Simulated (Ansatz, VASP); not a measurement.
**Two plane-wave programs on SiB4Mo**

```xyz
6
Lattice="0.0000 3.2903 3.2903 3.2903 0.0000 3.2903 3.2903 3.2903 0.0000" Properties=species:S:1:pos:R:3 pbc="T T T"
Si    1.6452    1.6452    1.6452
B     5.6241    5.6241    5.6241
B     4.2468    4.2468    5.6241
B     4.2468    5.6241    4.2468
B     5.6241    4.2468    4.2468
Mo    0.0000    0.0000    0.0000
```

Alike in both runs: task single point; functional PBE; k mesh 4 × 4 × 4; occupations gaussian, width 0.1 eV; no spin polarisation.

```csv
,VASP,Ansatz
version,VASP 6.6.1,Ansatz 0.2.0
potentials or method,"VASP PAW PBE potentials, release 64 (Si, B, Mo_sv), cutoff 520 eV","scalar-relativistic, plane waves, PAW"
valence electrons in the cell,30,30
```

|  | VASP | Ansatz | Ansatz less VASP |
| --- | --- | --- | --- |
| gap on the k mesh at the Fermi level (eV) | none | none | - |
| rms of the force components (eV/Å) | 7.016 | 6.964 | -0.0523 |

Atom by atom the forces differ by 0.052 eV/Å (rms over components). A gap of «none» marks a metal or a gap that the smearing closes.

The k mesh is coarse, so the values compare programs but aren't converged.
